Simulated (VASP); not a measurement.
Ba2ZrO3:

```xyz
6
Lattice="5.6518 0.0000 0.0000 -2.8259 4.8946 0.0000 0.0000 0.0000 3.9697" Properties=species:S:1:pos:R:3 pbc="T T T"
Ba    2.8259    1.6315    3.8233
Ba    0.0000    3.2631    3.8233
Zr    0.0000    0.0000    3.5283
O     1.4130    2.4473    1.8241
O     2.8259    0.0000    1.8241
O    -1.4130    2.4473    1.8241
```

The cell was built from a structure type or drawn by symmetry, and may not be a known phase.

```yaml
Program: VASP 6.6.1
Task: relaxation of cell and atoms
Functional: PBE
Potentials_or_basis: VASP PAW PBE potentials, release 64 (Ba_sv, Zr_sv, O)
Cutoff: 600 eV
k_mesh: 6 × 6 × 4
Occupations: gaussian, width 0.1 eV
Spin: no spin polarisation
```

At the start: pressure 9.9 GPa; volume 18.30 Å³/atom.

Q: How do energy, volume and symmetry change on relaxing?

A: Over 32 steps the energy falls by 1001.4 meV/atom and the volume is 19.83 Å³/atom (+8.3 %); space group P6mm (No. 183, to 0.1 Å) before, P6/mmm (No. 191, to 0.1 Å).

Step by step:
```
step  energy change (eV)  largest force (eV/Å)  pressure (GPa)  volume (Å³)
   1              0.0000                1.4746            9.93       109.81
   2             -2.6067                1.3719            2.38       127.61
   3             -3.3182                1.0664           -1.35       141.61
   4             -3.3212                1.0522           -1.52       142.22
   5             -3.4152                1.2104            0.65       137.73
   6             -3.4322                1.3334            2.59       134.24
   7             -3.4745                1.4106            2.76       133.87
   8             -3.6117                1.5904            3.28       132.77
   9             -3.8933                1.6393            4.46       130.59
  10             -4.2112                0.9166            7.46       126.29
  11             -4.2760                0.8312            7.21       126.49
  12             -4.4478                0.5438            6.48       127.08
  13             -4.6709                0.4182            5.18       128.26
  14             -4.5697                1.4633            3.14       130.58
  15             -4.7156                0.6966            4.31       129.16
  16             -4.8356                0.6396            3.32       130.24
  17             -5.1173                0.4443            0.69       133.46
  18             -5.3636                0.0870           -3.49       139.84
  19             -5.4802                0.1468           -3.00       137.48
  20             -5.7432                0.4318           -1.41       130.33
  21             -5.8413                1.3739            2.80       115.88
  22             -5.8840                0.9544            0.98       121.40
  23             -5.8850                1.0130            1.22       120.57
  24             -5.9481                0.8545           -0.33       121.11
  25             -5.9628                0.7225           -1.36       121.46
  26             -5.9994                0.3504           -0.31       119.21
  27             -6.0050                0.1321            0.31       117.98
  28             -6.0072                0.0639            0.05       118.54
  29             -6.0079                0.0234           -0.29       119.28
  30             -6.0080                0.0042           -0.21       119.12
  31             -6.0086                0.0414            0.13       118.94
  32             -6.0087                0.0337            0.06       118.98
```

Final structure:
```
Ba Zr O
1.0
     5.86051    0.00000    0.00000
    -2.93025    5.07535    0.00000
     0.00000    0.00000    4.00009
Ba Zr O
2 1 3
Direct
  0.66667 0.33333 0.03251
  0.33333 0.66667 0.03251
  0.00000 0.00000 0.53135
  0.50000 0.50000 0.53242
  0.50000 0.00000 0.53242
  0.00000 0.50000 0.53242
```

Caveat: the k points lie up to 0.39 Å⁻¹ apart in the final cell.
